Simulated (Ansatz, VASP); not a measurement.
Two plane-wave programs on Ir

File INCAR:

```
SYSTEM = Ir
PREC = Accurate ; ENCUT = 520
EDIFF = 1E-6 ; ISMEAR = 0
SIGMA = 0.15 ; LREAL = .False.
LASPH = .True. ; NELM = 60
ALGO = Fast ; ISIF = 2
LWAVE = .False. ; LCHARG = .True.
GGA = PS ; LELF = .True.
LVHAR = .True. ; NBANDS = 10
```

File KPOINTS:

```
regular mesh
0
Gamma
  22 22 22
  0 0 0
```

File POSCAR:

```
Ir
1.0
    0.0000000000      2.0732760000      1.7661240000
    2.0732760000      0.0000000000      1.7661240000
    2.0732760000      2.0732760000      0.0000000000
Ir
1
Direct
    0.0000000000      0.0000000000      0.0000000000
```

Input for Ansatz:

```yaml
crystal:
  lattice:
    - [0.0, 2.073276, 1.766124]
    - [2.073276, 0.0, 1.766124]
    - [2.073276, 2.073276, 0.0]
  atoms:
    - { symbol: Ir, position: [0.0, 0.0, 0.0] }
basis:
  ecutwfc: 420
kpoints:
  mp_grid: { grid: [22, 22, 22] }
hamiltonian:
  xc: pbesol
scf:
  occupations: { method: gaussian, width: 0.15 }
output:
  forces: true
  stress: true
  eigenvalues: true
```

Change from the starting cell: strain +0.080 along x and y, -0.080 along z, atoms carried along.

Alike in both runs: task single point; functional PBEsol; k mesh 22 × 22 × 22; occupations gaussian, width 0.15 eV; no spin polarisation.

```csv
,VASP,Ansatz
version,VASP 6.6.1,Ansatz 0.2.0
potentials or method,"VASP PAW PBE potentials, release 64 (Ir), cutoff 520 eV","scalar-relativistic, plane waves, PAW"
valence electrons in the cell,9,17
```

|  | VASP | Ansatz | Ansatz less VASP |
| --- | --- | --- | --- |
| gap on the k mesh at the Fermi level (eV) | none | none | - |
| pressure (GPa) | -18.8 | -20.3 | -1.50 |
| traceless stress, the component that is largest in VASP (GPa) | 25.88 | 26.05 | +0.161 |

VASP's potentials were made for PBE, not for PBEsol. A gap of «none» marks a metal or a gap that the smearing closes. VASP's potentials hold 9 valence electrons a cell and Ansatz's 17, so a difference there can come from the potentials and not from the codes.

Neither program's run includes spin-orbit coupling.
